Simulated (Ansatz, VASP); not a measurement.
One calculation of BiRh, two programs

File INCAR:

```
SYSTEM = BiRh
  PREC = Accurate
  ENCUT = 520
  EDIFF = 1E-8
  ISMEAR = -1
  SIGMA = 0.03
  LREAL = .False.
  LASPH = .True.
  NELM = 60
  ALGO = Normal
  ISIF = 2
  LWAVE = .False.
  LCHARG = .False.
  GGA = CA
  LEFG = .True.
  NBANDS = 38
```

KPOINTS

```
regular mesh
0
Gamma
  12 12 7
  0 0 0
```

Contents of POSCAR:

```
BiRh
1.0
    4.1076022964      0.0000000000      0.0000000000
   -2.0538011482      3.5572879373      0.0000000000
    0.0000000000      0.0000000000      5.6818140917
Bi Rh
2 2
Direct
    0.3333333333      0.6666666667      0.2500000000
    0.6666666667      0.3333333333      0.7500000000
    0.0000000000      0.0000000000      0.0000000000
    0.0000000000      0.0000000000      0.5000000000
```

Input for Ansatz:

```yaml
crystal:
  lattice:
    - [4.1076022964, 0.0, 0.0]
    - [-2.0538011482, 3.5572879373, 0.0]
    - [0.0, 0.0, 5.6818140917]
  atoms:
    - { symbol: Bi, position: [0.3333333333, 0.6666666667, 0.25] }
    - { symbol: Bi, position: [0.6666666667, 0.3333333333, 0.75] }
    - { symbol: Rh, position: [0.0, 0.0, 0.0] }
    - { symbol: Rh, position: [0.0, 0.0, 0.5] }
kpoints:
  mp_grid: { grid: [12, 12, 7] }
scf:
  occupations: { method: fermi_dirac, width: 0.03 }
hamiltonian:
  xc: lda
  pseudopotentials: { kind: paw }
output:
  forces: true
  stress: true
  eigenvalues: true
  efg: { contact_densities: true }
```

Change from the starting cell: volume scaled by 1.01, PAW files.

Alike in both runs: task electric field gradients; functional LDA; k mesh 12 × 12 × 7; occupations fermi-dirac, width 0.03 eV; no spin polarisation.

|  | VASP | Ansatz |
| --- | --- | --- |
| version | VASP 6.6.1 | Ansatz 0.2.0 |
| potentials or method | VASP PAW LDA potentials, release 64 (Bi_d, Rh_pv) | PAW with Ansatz's default frozen-core files, scalar-relativistic |
| plane-wave cutoff (eV) | 520 | 420 |
| valence electrons in the cell | 60 | 64 |

VASP gave:

| Item | Value |
| --- | --- |
| pressure (GPa) | -3.6 |
| traceless stress, the component that is largest in VASP (GPa) | -0.87 |
| size of Vzz on the site where it differs most (V/Å²) | 39.5 |

Q: Which values does Ansatz return?

A: Pressure (GPa): -4.0; traceless stress, the component that is largest in VASP (GPa): -0.89; size of Vzz on the site where it differs most (V/Å²): 24.4.

LDA's correlation is that of Perdew and Zunger in VASP and of Perdew and Wang (1992) in Ansatz. VASP's potentials hold 60 valence electrons a cell and Ansatz's 64, so a difference there can come from the potentials and not from the codes.

Neither program's run includes spin-orbit coupling.
